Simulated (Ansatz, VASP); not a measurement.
Ti2B3: VASP beside Ansatz

```
Ti B
1.0
     3.21129    0.00000    0.00000
     0.00000    3.21129    0.00000
     0.00000    0.00000    4.84878
Ti B
2 3
Cartesian
  1.6056 0.0000 3.3337
  0.0000 1.6056 1.5151
  1.6056 1.6056 0.0000
  0.0000 1.6056 3.8763
  1.6056 0.0000 0.9725
```

Change from the starting cell: the structure that the rattled cell fell into.

Alike in both runs: functional PBE; k mesh 12 × 12 × 8; occupations gaussian, width 0.1 eV; no spin polarisation.

Ansatz relaxed the structure, and its values are those at the end. VASP's run is a single point on that final structure, the one shown.

```csv
,VASP,Ansatz
version,VASP 6.6.1,Ansatz 0.2.0
potentials or method,"VASP PAW PBE potentials, release 64 (Ti_sv, B), cutoff 520 eV","scalar-relativistic, plane waves, PAW"
valence electrons in the cell,33,33
```

|  | VASP | Ansatz | Ansatz less VASP |
| --- | --- | --- | --- |
| gap on the k mesh at the Fermi level (eV) | none | none | - |
| pressure (GPa) | 0.1 | 0.0 | -0.06 |
| rms of the force components (eV/Å) | 0.008 | 0.001 | -0.0070 |

A gap of «none» marks a metal or a gap that the smearing closes. The functional is the same, so the differences come from potentials, cutoffs and numerics.
